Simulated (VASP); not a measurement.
# CuAs (P6_3/mmc) in VASP: a series of runs

The runs below take CuAs through single point, with LDA.

All numbers are computed with VASP 6.6.1; they aren't measurements. Logs are shortened: lines on timing, memory, paths and dates and some standing lists are left out, and cuts for length are marked.

### Step 1. The cell of the first run

Symmetry: P6_3/mmc, No. 194, hexagonal system. The conventional cell has a = 3.956 Å, b = 3.956 Å, c = 4.729 Å, α = 90.00°, β = 90.00°, γ = 120.00°. Cu (site symmetry -3m) has 2 Cu at 2.36 Å and 6 As at 2.57 Å within 3.1 Å. As (site symmetry -6m2) has 6 Cu at 2.57 Å and 6 As at 3.29 Å within 3.4 Å.

### Step 2. Single point, LDA

The input, INCAR:

```
  PREC = Accurate
  ENCUT = 520
  EDIFF = 1E-6
  ISMEAR = 0
  SIGMA = 0.15
  LREAL = F
  LASPH = T
  NELM = 100
  ALGO = Normal
  ISIF = 2
  LWAVE = F
  LCHARG = F
  NBANDS = 24
```

The input, KPOINTS:

```
regular mesh
0
Gamma
  12 12 8
```

The input, POSCAR:

```
CuAs
1.0
    3.9561000000      0.0000000000      0.0000000000
   -1.9780500000      3.4260830999      0.0000000000
    0.0000000000      0.0000000000      4.7285000000
Cu As
2 2
Direct
    0.0000000000      0.0000000000      0.5000000000
    0.0000000000      0.0000000000      0.0000000000
    0.6666666667      0.3333333333      0.7500000000
    0.3333333333      0.6666666667      0.2500000000
```

Potentials or basis: VASP PAW LDA potentials, release 64 (Cu, As).

Command:

```bash
cat potpaw_LDA.64/Cu/POTCAR potpaw_LDA.64/As/POTCAR > POTCAR
mpirun -np 1 vasp_std > vasp.out
```

OUTCAR:

```text
PREC = Accurate
   ENCUT = 520
   EDIFF = 1E-6
   ISMEAR = 0
   LREAL = F
   LASPH = T
   NELM = 100
   ISIF = 2

 ion  position               nearest neighbor table
   1  0.000  0.000  0.500-   2 2.36   2 2.36   4 2.57   3 2.57   4 2.57   3 2.57   3 2.57   4 2.57

   2  0.000  0.000  0.000-   1 2.36   1 2.36   4 2.57   3 2.57   4 2.57   3 2.57   3 2.57   4 2.57

   3  0.667  0.333  0.750-   1 2.57   2 2.57   1 2.57   2 2.57   1 2.57   2 2.57
   4  0.333  0.667  0.250-   1 2.57   2 2.57   1 2.57   2 2.57   1 2.57   2 2.57

  LATTYP: Found a hexagonal cell.
 ALAT       =     3.9561000000
 C/A-ratio  =     1.1952427896

  Lattice vectors:

 A1 = (   3.9561000000,   0.0000000000,   0.0000000000)
 A2 = (  -1.9780500000,   3.4260830999,   0.0000000000)
 A3 = (   0.0000000000,   0.0000000000,   4.7285000000)

Analysis of symmetry for initial positions (statically):
=====================================================================
 Subroutine PRICEL returns:
 Original cell was already a primitive cell.

 Routine SETGRP: Setting up the symmetry group for a
 hexagonal supercell.

 Subroutine GETGRP returns: Found 24 space group operations
 (whereof 12 operations were pure point group operations)
 out of a pool of 24 trial point group operations.

The static configuration has the point symmetry D_3d.
 The point group associated with its full space group is D_6h.

Analysis of symmetry for dynamics (positions and initial velocities):
=====================================================================
 Subroutine PRICEL returns:
 Original cell was already a primitive cell.

 Routine SETGRP: Setting up the symmetry group for a
 hexagonal supercell.

 Subroutine GETGRP returns: Found 24 space group operations
 (whereof 12 operations were pure point group operations)
 out of a pool of 24 trial point group operations.

The dynamic configuration has the point symmetry D_3d.
 The point group associated with its full space group is D_6h.

 Subroutine INISYM returns: Found 24 space group operations
 (whereof 12 operations are pure point group operations),
 and found     1 'primitive' translations

----------------------------------------------------------------------------------------

                                     Primitive cell

  volume of cell :      64.0897

  direct lattice vectors                    reciprocal lattice vectors
     3.956100000  0.000000000  0.000000000     0.252774197  0.145939251  0.000000000
    -1.978050000  3.426083100  0.000000000     0.000000000  0.291878501  0.000000000
     0.000000000  0.000000000  4.728500000     0.000000000  0.000000000  0.211483557

  length of vectors
     3.956100000  3.956100000  4.728500000     0.291878501  0.291878501  0.211483557

  position of ions in fractional coordinates (direct lattice)
     0.000000000  0.000000000  0.500000000
     0.000000000  0.000000000  0.000000000
     0.666666667  0.333333333  0.750000000
     0.333333333  0.666666667  0.250000000

  ion indices of the primitive-cell ions
   primitive index   ion index
                 1           1
                 2           2
                 3           3
                 4           4

----------------------------------------------------------------------------------------

 KPOINTS: regular mesh

Automatic generation of k-mesh.
 Grid dimensions read from file:
 generate k-points for:   12   12    8

 Generating k-lattice:

  Cartesian coordinates                     Fractional coordinates (reciprocal lattice)
     0.021064516  0.012161604  0.000000000     0.083333333  0.000000000  0.000000000
     0.000000000  0.024323208  0.000000000     0.000000000  0.083333333  0.000000000
     0.000000000  0.000000000  0.026435445     0.000000000  0.000000000  0.125000000

  Length of vectors
     0.024323208  0.024323208  0.026435445

  Shift w.r.t. Gamma in fractional coordinates (k-lattice)
     0.000000000  0.000000000  0.000000000

 Subroutine IBZKPT returns following result:
 ===========================================

 Found     95 irreducible k-points:

 Following reciprocal coordinates:
            Coordinates               Weight
  0.000000  0.000000  0.000000      1.000000
  0.083333 -0.000000  0.000000      6.000000
  0.166667  0.000000  0.000000      6.000000
  0.250000 -0.000000  0.000000      6.000000
  0.333333 -0.000000  0.000000      6.000000
  0.416667  0.000000  0.000000      6.000000
[... 16 lines left out ...]
  0.250000 -0.000000  0.125000     12.000000
  0.333333 -0.000000  0.125000     12.000000
 [... further k-points ...]
   k-points           NKPTS =     95   k-points in BZ     NKDIM =     95   number of bands    NBANDS=     24
   number of dos      NEDOS =    301   number of ions     NIONS =      4
   total plane-waves  NPLWV =  32400
   dimension x,y,z NGX =    30 NGY =   30 NGZ =   36
   dimension x,y,z NGXF=    60 NGYF=   60 NGZF=   72
   ions per type =               2   2
   NGX,Y,Z   is equivalent  to a cutoff of  12.61, 12.61, 12.66 a.u.
   NGXF,Y,Z  is equivalent  to a cutoff of  25.21, 25.21, 25.31 a.u.
 SYSTEM =  unknown system
   PREC   = accura    normal or accurate (medium, high low for compatibility)
   ISTART =      0    job   : 0-new  1-cont  2-samecut
   ICHARG =      2    charge: 1-file 2-atom 10-const
   ISPIN  =      1    spin polarized calculation?
   LNONCOLLINEAR =      F non collinear calculations
   LSORBIT =      F    spin-orbit coupling
   LASPH  =      T    aspherical Exc in radial PAW
   ENCUT  =  520.0 eV  38.22 Ry    6.18 a.u.   7.36  7.36  8.79*2*pi/ulx,y,z
   NELM   =    100;   NELMIN=  2; NELMDL= -5     # of ELM steps
   EDIFF  = 0.1E-05   stopping-criterion for ELM
   LREAL  =      F    real-space projection
   EDIFFG = 0.1E-04   stopping-criterion for IOM
   NSW    =      0    number of steps for IOM
   IBRION =     -1    ionic relax: 0-MD 1-quasi-New 2-CG
   NFREE  =      0    steps in history (QN), initial steepest desc. (CG)
   ISIF   =      2    stress and relaxation
   ISYM   =      2    0-nonsym 1-usesym 2-fastsym
   POTIM  = 0.5000    time-step for ionic-motion
   TEBEG  =    0.0;   TEEND  =   0.0 temperature during run
   PSTRESS=    0.0 pullay stress
   NELECT =      32.0000    total number of electrons
   NUPDOWN=      -1.0000    fix difference up-down
   EMIN   =  10.00;   EMAX   =-10.00  energy-range for DOS
   EFERMI =   0.00;   METHOD = LEGACY
   ISMEAR =     0;   SIGMA  =   0.15  broadening in eV -4-tet -1-fermi 0-gaus
   EFERMI_NEDOS =   21; number of points for ismear=-14 and -15
   IALGO  =     38    algorithm
   IMIX   =      4    mixing-type and parameters
     AMIX     =   0.40;   BMIX     =  1.00
     AMIX_MAG =   1.60;   BMIX_MAG =  1.00
  volume/ion in A,a.u.               =      16.02       108.12
  Fermi-wavevector in a.u.,A,eV,Ry     =   1.298759  2.454299 22.949974  1.686775
  Thomas-Fermi vector in A             =   2.430067
   LORBIT       =      0    0 simple, 1 ext, 2 COOP (PROOUT), +10 PAW based schemes
   GGA     = CA    functional components
   LHFCALC =     F    Hartree Fock is set to
   AEXX    =    0.0000 exact exchange contribution
   IVDW    =     0    specifies the selected vdW correction
   LEPSILON=     F    determine dielectric tensor
   LRPA    =     F    only Hartree local field effects (RPA)
 non-spin polarized calculation
 Gauss-broadening in eV      SIGMA  =   0.15
  energy-cutoff  :      520.00
  volume of cell :       64.09
 maximum number of plane-waves:      1753
 NGX is ok and might be reduce to    30
   NGX = 15   NGY = 15   NGZ = 17

 number of electron      32.0000004 magnetization

 Free energy of the ion-electron system (eV)
  ---------------------------------------------------
  ext. energy  EPLUGINS =         0.00000000
  ---------------------------------------------------
  free energy    TOTEN  =       -19.95418652 eV

  energy without entropy =      -19.93084078  energy(sigma->0) =      -19.94251365

 E-fermi :   6.4187     XC(G=0): -11.4360

 val. band max:        6.4148652858   @ k =   0.0833   0.0833   0.3750
 cond. band min:       6.4253850221   @ k =   0.1667   0.0000   0.0000
 fundamental gap:      0.0105197363
 Fermi energy:         6.4187104285

 k-point     1 :       0.0000    0.0000    0.0000
  band No.  band energies     occupation
      1      -7.1326      2.00000
      2      -3.1592      2.00000
      3       0.6010      2.00000
      4       1.4284      2.00000
      5       1.4284      2.00000
      6       1.6137      2.00000
[... 16 lines left out ...]
     23      15.2444      0.00000
     24      15.2444      0.00000

 k-point     2 :       0.0833   -0.0000    0.0000
  band No.  band energies     occupation
      1      -7.0581      2.00000
      2      -3.1936      2.00000
      3       0.6853      2.00000
      4       1.4454      2.00000
      5       1.4916      2.00000
      6       1.5930      2.00000
[... 16 lines left out ...]
     23      14.3696      0.00000
     24      14.6896      0.00000

 k-point     3 :       0.1667    0.0000    0.0000
  band No.  band energies     occupation
      1      -6.8379      2.00000
      2      -3.2996      2.00000
      3       0.9341      2.00000
      4       1.4831      2.00000
      5       1.4925      2.00000
      6       1.6884      2.00000
[... 16 lines left out ...]
     23      13.2910      0.00000
     24      13.8891      0.00000

 k-point     4 :       0.2500   -0.0000    0.0000
  band No.  band energies     occupation
      1      -6.4830      2.00000
      2      -3.4874      2.00000
      3       1.1491      2.00000
      4       1.3312      2.00000
      5       1.5569      2.00000
      6       1.9071      2.00000
[... 16 lines left out ...]
     23      13.7096      0.00000
     24      13.9688      0.00000

 k-point     5 :       0.3333   -0.0000    0.0000
  band No.  band energies     occupation
      1      -6.0175      2.00000
      2      -3.7750      2.00000
      3       0.5558      2.00000
      4       1.6158      2.00000
      5       1.8268      2.00000
      6       1.8583      2.00000
[... 16 lines left out ...]
     23      14.3212      0.00000
     24      15.0758      0.00000

 k-point     6 :       0.4167    0.0000    0.0000
  band No.  band energies     occupation
      1      -5.4965      2.00000
      2      -4.1627      2.00000
      3       0.0568      2.00000
      4       1.6503      2.00000
      5       1.8202      2.00000
      6       2.2312      2.00000
[... 16 lines left out ...]
     23      15.6026      0.00000
     24      16.2859      0.00000
[... 379 lines left out ...]
 k-point    21 :       0.0833   -0.0000    0.1250
  band No.  band energies     occupation
      1      -6.9684      2.00000
      2      -3.5035      2.00000
      3       0.9494      2.00000
      4       1.4931      2.00000
      5       1.6100      2.00000
      6       1.6721      2.00000
[... 16 lines left out ...]
     23      13.6272      0.00000
     24      14.4121      0.00000

 k-point    22 :       0.1667    0.0000    0.1250
  band No.  band energies     occupation
      1      -6.7506      2.00000
      2      -3.5467      2.00000
      3       0.9616      2.00000
      4       1.5376      2.00000
      5       1.5783      2.00000
      6       1.9316      2.00000
[... 16 lines left out ...]
     23      12.8391      0.00000
     24      14.3430      0.00000

 k-point    23 :       0.2500   -0.0000    0.1250
  band No.  band energies     occupation
      1      -6.4004      2.00000
      2      -3.6521      2.00000
      3       0.9637      2.00000
      4       1.3722      2.00000
      5       1.5978      2.00000
      6       2.0572      2.00000
[... 16 lines left out ...]
     23      13.9851      0.00000
     24      14.4234      0.00000

 k-point    24 :       0.3333   -0.0000    0.1250
  band No.  band energies     occupation
      1      -5.9429      2.00000
      2      -3.8586      2.00000
      3       0.5051      2.00000
      4       1.4999      2.00000
      5       1.6520      2.00000
      6       1.9551      2.00000
[... 16 lines left out ...]
     23      14.5697      0.00000
     24      15.2988      0.00000

 [... further k-points ...]
[... 5 lines left out ...]
  --------------------------------------------------------------------------------------
  -------------------------------------------------------------------------------------
  Total       -3.6845491     -3.6845491     -0.0231308     -0.0000000      0.0000000      0.0000000
  in kB      -92.1099165    -92.1099165     -0.5782471     -0.0000000      0.0000000      0.0000000
  external PRESSURE =     -61.5993600 kB  Pullay stress =       0.0000000 kB

 VOLUME and BASIS-vectors are now :
 -----------------------------------------------------------------------------
  energy-cutoff  :      520.00
  volume of cell :       64.09
      direct lattice vectors                 reciprocal lattice vectors
     3.956100000  0.000000000  0.000000000     0.252774197  0.145939251  0.000000000
    -1.978050000  3.426083100  0.000000000     0.000000000  0.291878501  0.000000000
     0.000000000  0.000000000  4.728500000     0.000000000  0.000000000  0.211483557

 POSITION                                       TOTAL-FORCE (eV/Angst)
 -----------------------------------------------------------------------------------
      0.00000      0.00000      2.36425        -0.000000      0.000000      0.000000
      0.00000      0.00000      0.00000         0.000000      0.000000      0.000000
      1.97805      1.14203      3.54638        -0.000000      0.000000     -0.000000
     -0.00000      2.28406      1.18213         0.000000     -0.000000      0.000000
 -----------------------------------------------------------------------------------
    total drift:                               -0.000000      0.000000      0.000000

  FREE ENERGIE OF THE ION-ELECTRON SYSTEM (eV)
  ---------------------------------------------------
  free  energy   TOTEN  =       -19.9541865152 eV

  energy  without entropy=      -19.9308407803  energy(sigma->0) =      -19.94251365
```

Wall time 3.7 min (1 thread of AMD EPYC 7R43 (Zen 3), shared host); peak memory 0.21 GiB.

Results:

```yaml
Free_energy: -19.9542 eV
Pressure: -6.2 GPa
Band_gap_on_the_k_mesh: zero (band 16 reaches 7.31 eV, above the bottom of band 17 at 5.66 eV)
```

Stress tensor (GPa, compression positive):
```
-9.21  0.00  0.00
 0.00 -9.21  0.00
 0.00  0.00 -0.06
```

### Step 3. Single point, LDA

This run uses another cell than the first one, of 16.16 Å³/atom, 1.008 times its volume.

The input, INCAR:

```
SYSTEM = CuAs
PREC = Accurate ; ENCUT = 520
EDIFF = 1E-6 ; ISMEAR = 0
SIGMA = 0.15 ; LREAL = .FALSE.
LASPH = .TRUE. ; NELM = 60
ALGO = Normal ; ISIF = 2
LWAVE = .FALSE. ; LCHARG = .FALSE.
GGA = CA ; NBANDS = 24
```

The input, KPOINTS:

```
regular mesh
0
G
  12 12 8
  0 0 0
```

The input, POSCAR:

```
CuAs
1.0
    3.8679000000      0.0000000000      0.0000000000
   -1.9339500000      3.3496996593      0.0000000000
    0.0000000000      0.0000000000      4.9876000000
Cu As
2 2
Direct
    0.0000000000      0.0000000000      0.5000000000
    0.0000000000      0.0000000000      0.0000000000
    0.6666666667      0.3333333333      0.7500000000
    0.3333333333      0.6666666667      0.2500000000
```

Potentials or basis: VASP PAW LDA potentials, release 64 (Cu, As).

Command:

```bash
cat potpaw_LDA.64/Cu/POTCAR potpaw_LDA.64/As/POTCAR > POTCAR
mpirun -np 1 vasp_std > vasp.out
```

Run time: 4.1 min. Hardware: 1 thread of AMD EPYC 7R43 (Zen 3), shared host; peak memory 0.22 GiB.

Results (log left out):

```
Free energy            : -20.0142 eV
Pressure               : -7.4 GPa
Band gap on the k mesh : zero (band 16 reaches 7.53 eV, above the bottom of band 17 at 5.51 eV)
```

Stress tensor (GPa, compression positive):
```
-7.23  0.00  0.00
 0.00 -7.23  0.00
 0.00  0.00 -7.66
```

Levels at points of the mesh, in eV from the Fermi level:
```tsv
k point	band 13	band 14	band 15	band 16	band 17	band 18	band 19	band 20
(0.00, 0.00, 0.00)	-1.57	-0.18	-0.18	1.20	1.20	2.59	2.60	3.18
(0.50, 0.00, 0.00)	-2.94	-2.89	-2.85	-2.31	0.11	2.43	3.31	4.72
(0.00, 0.00, 0.50)	-1.27	-1.27	0.91	0.91	0.91	0.91	4.31	4.31
(0.50, 0.00, 0.50)	-3.15	-3.15	-0.64	-0.64	0.34	0.34	4.52	4.52
```

### Step 4. Single point, LDA

This run uses another cell than the first one, of 16.23 Å³/atom, 1.013 times its volume.

The input, INCAR:

```
PREC = Accurate
ENCUT = 520
EDIFF = 1E-6
ISMEAR = 0
SIGMA = 0.15
LREAL = F
LASPH = T
NELM = 100
ALGO = Normal
ISIF = 2
LWAVE = F
LCHARG = T
LELF = T
LVHAR = T
NBANDS = 24
```

The input, KPOINTS:

```
Automatic mesh
0
Gamma
  12 12 8
```

The input, POSCAR:

```
CuAs
1.0
    3.7796846230      0.0000000000      0.0000000000
   -1.8898423115      3.2733029018      0.0000000000
    0.0000000000      0.0000000000      5.2467000000
Cu As
2 2
Direct
    0.0000000000      0.0000000000      0.5000000000
    0.0000000000      0.0000000000      0.0000000000
    0.6666666667      0.3333333333      0.7500000000
    0.3333333333      0.6666666667      0.2500000000
```

Command:

```bash
cat potpaw_LDA.64/Cu/POTCAR potpaw_LDA.64/As/POTCAR > POTCAR
mpirun -np 1 vasp_std > vasp.out
```

Wall time 3.5 min (1 thread of AMD EPYC 7R43 (Zen 3), shared host); peak memory 0.2 GiB.

The run converged. Its results:

```
Free energy            : -19.9278 eV
Pressure               : -7.7 GPa
Band gap on the k mesh : zero (band 16 reaches 7.79 eV, above the bottom of band 17 at 5.41 eV)
```

Stress tensor (GPa, compression positive):
```
 -5.52   0.00   0.00
  0.00  -5.52   0.00
  0.00   0.00 -11.97
```

Levels at points of the mesh, in eV from the Fermi level:
| k point | band 14 | band 15 | band 16 | band 17 | band 18 | band 19 |
| --- | --- | --- | --- | --- | --- | --- |
| (0.00, 0.00, 0.00) | 0.14 | 0.14 | 1.51 | 1.51 | 2.32 | 3.11 |
| (0.50, 0.00, 0.00) | -2.93 | -2.67 | -2.20 | -0.12 | 2.34 | 3.52 |
| (0.00, 0.00, 0.50) | -1.46 | 1.12 | 1.12 | 1.12 | 1.12 | 4.56 |
| (0.50, 0.00, 0.50) | -3.12 | -0.50 | -0.50 | 0.40 | 0.40 | 4.08 |

### Step 5. Overview

| cell | gap on the mesh (eV) | pressure (GPa) |
| --- | --- | --- |
| a = 3.956, b = 3.956, c = 4.729 Å, angles 90.0, 90.0, 120.0°, 4 atoms | none | -6.2 |
| a = 3.868, b = 3.868, c = 4.988 Å, angles 90.0, 90.0, 120.0°, 4 atoms | none | -7.4 |
| a = 3.780, b = 3.780, c = 5.247 Å, angles 90.0, 90.0, 120.0°, 4 atoms | none | -7.7 |

Alike in all rows: task single point; level LDA; potentials or basis VASP PAW LDA potentials, release 64 (Cu, As); no spin polarisation; k mesh 12 × 12 × 8; cutoff (eV) 520; smearing gaussian 0.15 eV.

Total energies depend on the potentials used, so only differences within one code and one set of settings carry meaning.
